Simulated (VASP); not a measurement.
## Cu3O: relaxation of cell and atoms with PBE

The system is Cu3O.

```
Cu O
1.0
     3.53889    0.00000    0.00000
     0.00000    3.53889    0.00000
     0.00000    0.00000    3.50251
Cu O
3 1
Cartesian
  0.0000 1.7694 1.7513
  1.7694 0.0000 1.7513
  1.7694 1.7694 0.0000
  0.0000 0.0000 0.0000
```

```yaml
Program: VASP 6.6.1
Task: relaxation of cell and atoms
Functional: PBE
Potentials_or_basis: VASP PAW PBE potentials, release 64 (Cu, O)
Cutoff: 600 eV
k_mesh: 14 × 14 × 14
Occupations: gaussian, width 0.1 eV
Spin: no spin polarisation
Dipole_correction: no
Further_INCAR_settings: ALGO = Normal; EDIFF = 1e-07; IBRION = 2; EDIFFG = -0.01; NSW = 100; ISIF = 3
```

| Quantity | Value |
| --- | --- |
| Relaxed volume | 11.14 Å³/atom |
| Relaxed cell | a = 3.557 Å, b = 3.557 Å, c = 3.522 Å, α = 90.00°, β = 90.00°, γ = 90.00° |
| Space group after relaxing (to 0.1 Å) | Pm-3m (No. 221) |
| Energy gained by relaxing | 1.2 meV/atom |
| Ionic steps | 3 |
| Pressure after relaxing | 0.0 GPa |
| Band gap on the k mesh | zero (an odd number of electrons rules out a gap without spin polarisation) |

Stress tensor (GPa, compression positive):
```
-0.01  0.00  0.00
 0.00 -0.01  0.00
 0.00  0.00  0.08
```

The path:
```csv
step,energy change (eV),largest force (eV/Å),pressure (GPa),volume (Å³)
1,0.0000,0.0000,2.25,43.86
2,-0.0040,0.0000,-0.83,44.85
3,-0.0048,0.0000,0.02,44.56
```

Final structure:
```cif
data_structure
_symmetry_space_group_name_H-M 'P 1'
_symmetry_Int_Tables_number 1
_cell_length_a 3.5573
_cell_length_b 3.5573
_cell_length_c 3.5216
_cell_angle_alpha 90.000
_cell_angle_beta 90.000
_cell_angle_gamma 90.000
_cell_volume 44.56
loop_
_atom_site_label
_atom_site_type_symbol
_atom_site_fract_x
_atom_site_fract_y
_atom_site_fract_z
_atom_site_occupancy
Cu1 Cu 0.00000 0.50000 0.50000 1
Cu2 Cu 0.50000 0.00000 0.50000 1
Cu3 Cu 0.50000 0.50000 0.00000 1
O1 O 0.00000 0.00000 0.00000 1
```

Levels at points of the mesh, in eV from the Fermi level:
```csv
k point,band 18,band 19,band 20,band 21,band 22,band 23
"(0.00, 0.00, 0.00)",-0.63,-0.60,-0.60,5.82,5.82,5.99
"(0.50, 0.00, 0.00)",-0.60,-0.60,-0.56,1.26,6.63,6.85
"(0.50, 0.50, 0.00)",-0.68,-0.68,-0.19,3.38,3.86,3.86
"(0.00, 0.00, 0.50)",-0.63,-0.55,-0.55,1.30,6.72,6.72
"(0.50, 0.00, 0.50)",-0.68,-0.66,-0.21,3.28,3.87,3.96
"(0.50, 0.50, 0.50)",-0.72,-0.71,-0.50,4.30,4.30,4.32
```

It took 5.5 min on 1 thread of Intel(R) Xeon(R) 6975P-C (Granite Rapids), with other jobs on the host, peak memory 0.4 GiB.

With open d or f shells a metallic result of PBE can be an artefact of self-interaction; +U or a hybrid may open a gap.
